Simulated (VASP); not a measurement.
Wanted: the native input for a VASP 6.6.1 run.

| Property | Result |
| --- | --- |
| Task | single point |
| Functional | revPBE |
| Potentials or basis | VASP PAW PBE potentials, release 64 (Ga_d) |
| Cutoff | 520 eV |
| k mesh | 15 × 15 × 9 |
| Occupations | fermi-dirac, width 0.1 eV |
| Spin | no spin polarisation |
| Dipole correction | no |
| Further INCAR settings | ALGO = Normal; EDIFF = 1e-06; NBANDS = 20 |

The structure of Ga lies in POSCAR:

```
Ga
1.0
   -2.5164434862      2.3277186925      1.3917552538
    2.3277186925     -2.5164434862      1.3917552538
    2.9670730379      2.9670730379     -1.7374050591
Ga
2
Direct
    0.9892656099      0.0107343901      0.0000000000
    0.7607343901      0.2392656099      0.5000000000
```

These files were run (other wordings do the same):

INCAR

```
SYSTEM = Ga
  PREC = Accurate
  ENCUT = 520
  EDIFF = 1E-6
  ISMEAR = -1
  SIGMA = 0.1
  LREAL = .False.
  LASPH = .True.
  NELM = 60
  ALGO = Normal
  ISIF = 2
  LWAVE = .False.
  LCHARG = .False.
  GGA = RE
  NBANDS = 20
```

KPOINTS

```
regular mesh
0
Gamma
  15 15 9
  0 0 0
```

Potentials or basis: VASP PAW PBE potentials, release 64 (Ga_d).

Run with:

```sh
$ cat potpaw_PBE.64/Ga_d/POTCAR > POTCAR
$ mpirun -np 1 vasp_std > vasp.out
```

It gave:

```
Pressure               : 2.3 GPa
Band gap on the k mesh : zero (bands 13 and 14 overlap by 7.92 eV)
```

Caveat: the PAW data sets were made with another functional, which shifts forces and pressure a little.

Run time: 3.3 min on 1 thread of AMD EPYC 9R45 96-Core Processor (Zen 5) (shared host), peak memory 0.4 GiB.
